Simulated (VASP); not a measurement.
# SrO (I-4m2) in VASP: a series of runs, part 2 of 2

VASP 6.6.1.

**3. Single point, PBE (biaxial xy strain -0.3%)**

INCAR reads:

```
PREC = Accurate
ENCUT = 520
EDIFF = 1E-6
ISMEAR = -1
SIGMA = 0.02
LREAL = False
LASPH = True
NELM = 80
ALGO = Normal
ISIF = 2
LWAVE = False
LCHARG = False
GGA = PE
NBANDS = 15
```

KPOINTS reads:

```
Automatic mesh
0
Gamma
  8 8 8
```

POSCAR reads:

```
SrO
1.0
    0.0000000000      2.7825075351      2.7922805169
    2.7825075351      0.0000000000      2.7922805169
    2.7825075351      2.7825075351      0.0000000000
Sr O
1 1
Direct
    0.0000000000      0.0000000000      0.0000000000
    0.2500000000      0.2500000000      0.2500000000
```

Potentials or basis: VASP PAW PBE potentials, release 64 (Sr_sv, O).

The run is started by

```console
$ cat potpaw_PBE.64/Sr_sv/POTCAR potpaw_PBE.64/O/POTCAR > POTCAR
$ mpirun -np 1 vasp_std > vasp.out
```

OUTCAR:

```text
PREC = Accurate
   ENCUT = 520
   EDIFF = 1E-6
   ISMEAR = -1
   LREAL = False
   LASPH = True
   NELM = 80
   ISIF = 2
   GGA = PE

 ion  position               nearest neighbor table
   1  0.000  0.000  0.000-   2 2.41   2 2.41   2 2.41   2 2.41
   2  0.250  0.250  0.250-   1 2.41   1 2.41   1 2.41   1 2.41

  LATTYP: Found a body centered tetragonal cell.
 ALAT       =     3.9350598935
 C/A-ratio  =     1.4191806948

  Lattice vectors:

 A1 = (  -2.7825075351,   0.0000000000,   2.7922805169)
 A2 = (   2.7825075351,   0.0000000000,   2.7922805169)
 A3 = (   0.0000000000,   2.7825075351,  -2.7922805169)

Analysis of symmetry for initial positions (statically):
=====================================================================
 Subroutine PRICEL returns:
 Original cell was already a primitive cell.

 Routine SETGRP: Setting up the symmetry group for a
 body centered tetragonal supercell.

 Subroutine GETGRP returns: Found  8 space group operations
 (whereof  8 operations were pure point group operations)
 out of a pool of 16 trial point group operations.

The static configuration has the point symmetry D_2d.

Analysis of symmetry for dynamics (positions and initial velocities):
[... 166 lines left out ...]
 k-point     1 :       0.0000    0.0000    0.0000
  band No.  band energies     occupation
      1     -31.8740      2.00000
      2     -14.4728      2.00000
      3     -13.7612      2.00000
      4     -13.7612      2.00000
      5     -13.7603      2.00000
      6      -0.5479      2.00000
      7      -0.5459      2.00000
      8      -0.5459      2.00000
      9       2.8580      0.00000
     10       8.3688      0.00000
     11       8.4065      0.00000
     12       9.7070      0.00000
     13       9.7482      0.00000
     14       9.7482      0.00000
[... 401 lines left out ...]
      2     -15.6160      2.00000
      3     -13.8966      2.00000
      4     -13.8643      2.00000
      5     -12.7451      2.00000
      6      -0.6895      2.00000
      7      -0.2294      2.00000
      8      -0.1861      2.00000
      9       5.2445      0.00000
     10       6.7061      0.00000
     11       8.3645      0.00000
     12       8.7890      0.00000
     13      10.3590      0.00000
     14      10.6890      0.00000
     15      12.3949      0.00000

 [... further k-points ...]
[... 5 lines left out ...]
  --------------------------------------------------------------------------------------
  -------------------------------------------------------------------------------------
  Total        0.5175491      0.5175491      0.5079304      0.0000000      0.0000000     -0.0000000
  in kB       19.1778725     19.1778725     18.8214486      0.0000000      0.0000000     -0.0000000
  external PRESSURE =      19.0590646 kB  Pullay stress =       0.0000000 kB

 VOLUME and BASIS-vectors are now :
 -----------------------------------------------------------------------------
  energy-cutoff  :      520.00
  volume of cell :       43.24
      direct lattice vectors                 reciprocal lattice vectors
     0.000000000  2.782507535  2.792280517    -0.179694033  0.179694033  0.179065104
     2.782507535  0.000000000  2.792280517     0.179694033 -0.179694033  0.179065104
     2.782507535  2.782507535  0.000000000     0.179694033  0.179694033 -0.179065104

 POSITION                                       TOTAL-FORCE (eV/Angst)
 -----------------------------------------------------------------------------------
      0.00000      0.00000      0.00000        -0.000000     -0.000000      0.000000
      1.39125      1.39125      1.39614         0.000000      0.000000     -0.000000
 -----------------------------------------------------------------------------------
    total drift:                                0.000000      0.000000     -0.000000

  FREE ENERGIE OF THE ION-ELECTRON SYSTEM (eV)
  ---------------------------------------------------
  free  energy   TOTEN  =       -11.7579990963 eV

  energy  without entropy=      -11.7579990963  energy(sigma->0) =      -11.75799910
```

OSZICAR:

```text
N       E                     dE             d eps       ncg     rms          rms(c)
DAV:   1     0.735873091753E+02    0.73587E+02   -0.81455E+03  1770   0.101E+03
DAV:   2    -0.106009912593E+02   -0.84188E+02   -0.76643E+02  2445   0.213E+02
DAV:   3    -0.147617670298E+02   -0.41608E+01   -0.41327E+01  2287   0.441E+01
DAV:   4    -0.148893980246E+02   -0.12763E+00   -0.12761E+00  2384   0.738E+00
DAV:   5    -0.148921190490E+02   -0.27210E-02   -0.27210E-02  2380   0.863E-01    0.179E+01
DAV:   6    -0.119580857962E+02    0.29340E+01   -0.10239E+01  1798   0.225E+01    0.192E+01
DAV:   7    -0.117752166750E+02    0.18287E+00   -0.58092E-01  1847   0.615E+00    0.971E+00
DAV:   8    -0.117466884635E+02    0.28528E-01   -0.15505E-01  2113   0.359E+00    0.154E+00
DAV:   9    -0.117545526397E+02   -0.78642E-02   -0.67782E-03  2315   0.628E-01    0.332E-01
DAV:  10    -0.117578170751E+02   -0.32644E-02   -0.27208E-03  1847   0.342E-01    0.595E-02
DAV:  11    -0.117579402985E+02   -0.12322E-03   -0.14661E-04  2239   0.777E-02    0.658E-02
DAV:  12    -0.117579997791E+02   -0.59481E-04   -0.71618E-05  1847   0.586E-02    0.933E-03
DAV:  13    -0.117579990963E+02    0.68282E-06   -0.14017E-06  2017   0.123E-02
   1 F= -.11757999E+02 E0= -.11757999E+02  d E =-.117400E-12
```

It took 26 s on 1 thread of Intel Xeon 6975P-C, shared host; peak memory 0.19 GiB.

Results:

```yaml
Free_energy: -11.7580 eV
Pressure: 1.9 GPa
Band_gap_on_the_k_mesh: 2.54 eV, indirect (least direct gap 3.40 eV)
```

Caveat: the cell differs from its parent crystal (biaxial xy strain -0.3%).

**4. Single point, r2SCAN (biaxial xy strain -0.3%)**

POSCAR is that of step 3.

INCAR.step1 reads:

```
PREC = Accurate
ENCUT = 520
ISMEAR = 0
SIGMA = 0.01
LREAL = False
LASPH = True
NELM = 60
NBANDS = 15
GGA = PE
ALGO = Normal
EDIFF = 1E-4
LWAVE = True
LCHARG = False
```

INCAR.step2 reads:

```
PREC = Accurate
ENCUT = 520
EDIFF = 1E-7
ISMEAR = 0
SIGMA = 0.01
LREAL = False
LASPH = True
NELM = 60
ALGO = Normal
ISIF = 2
LWAVE = False
LCHARG = True
METAGGA = R2SCAN
LMIXTAU = True
LELF = True
LVHAR = True
NBANDS = 15
ISTART = 1
```

KPOINTS reads:

```
regular mesh
0
Gamma
  8 8 8
```

The run is started by

```console
$ cat potpaw_PBE.64/Sr_sv/POTCAR potpaw_PBE.64/O/POTCAR > POTCAR
$ cp INCAR.step1 INCAR
$ mpirun -np 1 vasp_std > vasp.out
$ cp INCAR.step2 INCAR
$ mpirun -np 1 vasp_std > vasp.out
```

It took 2.9 min on 1 thread of Intel Xeon 6975P-C, shared host; peak memory 0.19 GiB.

The run converged. Its results:

* Free energy: -26.6302 eV
* Pressure: 0.9 GPa
* Band gap on the k mesh: 2.92 eV, indirect (least direct gap 3.78 eV)

Levels at points of the mesh, in eV from the valence-band top:
| k point | band 4 | band 5 | band 6 | band 7 | band 8 | band 9 | band 10 | band 11 | band 12 | band 13 |
| --- | --- | --- | --- | --- | --- | --- | --- | --- | --- | --- |
| (0.00, 0.00, 0.00) | -14.53 | -14.53 | -0.86 | -0.86 | -0.86 | 2.92 | 8.69 | 8.73 | 10.00 | 10.05 |
| (0.50, 0.00, 0.00) | -14.62 | -13.66 | -0.71 | -0.54 | -0.54 | 5.66 | 7.67 | 8.21 | 8.22 | 10.60 |
| (0.50, 0.50, 0.00) | -14.76 | -13.32 | -1.42 | -0.01 | -0.01 | 4.91 | 6.23 | 10.35 | 10.64 | 10.64 |
| (0.50, 0.00, 0.50) | -14.76 | -13.33 | -1.42 | -0.01 | -0.01 | 4.92 | 6.24 | 10.35 | 10.63 | 10.65 |

Caveat: the cell differs from its parent crystal (biaxial xy strain -0.3%); the PAW data sets were made with another functional, which shifts forces and pressure a little. A k mesh can miss the band edges.

**5. Single point, r2SCAN (epitaxial xy strain -0.3%)**

POSCAR reads:

```
SrO
1.0
    0.0000000000      2.7827867632      2.8080705967
    2.7827867632      0.0000000000      2.8080705967
    2.7827867632      2.7827867632      0.0000000000
Sr O
1 1
Direct
    0.0000000000      0.0000000000      0.0000000000
    0.2500000000      0.2500000000      0.2500000000
```

INCAR.step1 reads:

```
SYSTEM = SrO
  PREC = Accurate
  ENCUT = 520
  ISMEAR = 0
  SIGMA = 0.01
  LREAL = .FALSE.
  LASPH = .TRUE.
  NELM = 80
  NBANDS = 15
  GGA = PE
  ALGO = Normal
  EDIFF = 1E-4
  LWAVE = .TRUE.
  LCHARG = .FALSE.
```

INCAR.step2 reads:

```
SYSTEM = SrO
  PREC = Accurate
  ENCUT = 520
  EDIFF = 1E-7
  ISMEAR = 0
  SIGMA = 0.01
  LREAL = .FALSE.
  LASPH = .TRUE.
  NELM = 80
  ALGO = Normal
  ISIF = 2
  LWAVE = .FALSE.
  LCHARG = .FALSE.
  METAGGA = R2SCAN
  LMIXTAU = .TRUE.
  NBANDS = 15
  ISTART = 1
```

KPOINTS reads:

```
regular mesh
0
G
  8 8 8
  0 0 0
```

The run is started by

```console
$ cat potpaw_PBE.64/Sr_sv/POTCAR potpaw_PBE.64/O/POTCAR > POTCAR
$ cp INCAR.step1 INCAR
$ mpirun -np 1 vasp_std > vasp.out
$ cp INCAR.step2 INCAR
$ mpirun -np 1 vasp_std > vasp.out
```

It took 2.8 min on 1 thread of Intel Xeon 6975P-C, shared host; peak memory 0.19 GiB.

It converged, with:

- Free energy: -26.6315 eV
- Pressure: 0.5 GPa
- Band gap on the k mesh: 2.90 eV, indirect (least direct gap 3.75 eV)

Stress tensor (GPa, compression positive):
```
0.57 0.00 0.00
0.00 0.57 0.00
0.00 0.00 0.48
```

Levels at points of the mesh, in eV from the valence-band top:
```
           k point  band 4  band 5  band 6  band 7  band 8  band 9  band 10  band 11  band 12  band 13
(0.00, 0.00, 0.00)  -14.56  -14.55   -0.86   -0.85   -0.85    2.90     8.63     8.73     9.92    10.04
(0.50, 0.00, 0.00)  -14.64  -13.69   -0.71   -0.54   -0.53    5.64     7.64     8.18     8.21    10.55
(0.50, 0.50, 0.00)  -14.78  -13.34   -1.41   -0.01   -0.01    4.89     6.20    10.31    10.61    10.61
(0.50, 0.00, 0.50)  -14.78  -13.37   -1.41   -0.02   -0.01    4.92     6.22    10.31    10.58    10.62
```

Caveat: the cell differs from its parent crystal (epitaxial xy strain -0.3%); the PAW data sets were made with another functional, which shifts forces and pressure a little.

**6. Summary**

```tsv
level	cell	smearing	gap on the mesh (eV)	pressure (GPa)
PBE	a = 3.953, b = 3.953, c = 3.935 Å, angles 60.1, 60.1, 59.7°, 2 atoms	fermi-dirac 0.02 eV	2.52	1.5
PBE	a = 3.942, b = 3.942, c = 3.935 Å, angles 60.1, 60.1, 59.9°, 2 atoms	fermi-dirac 0.02 eV	2.54	1.9
r2SCAN	a = 3.942, b = 3.942, c = 3.935 Å, angles 60.1, 60.1, 59.9°, 2 atoms	gaussian 0.01 eV	2.92	0.9
r2SCAN	a = 3.953, b = 3.953, c = 3.935 Å, angles 60.1, 60.1, 59.7°, 2 atoms	gaussian 0.01 eV	2.90	0.5
```

Alike in all rows: task single point; potentials or basis VASP PAW PBE potentials, release 64 (Sr_sv, O); no spin polarisation; k mesh 8 × 8 × 8; cutoff (eV) 520.

Caveats: the PAW data sets were made with another functional, which shifts forces and pressure a little (some runs).

Total energies depend on the potentials used, so only differences within one code and one set of settings carry meaning.
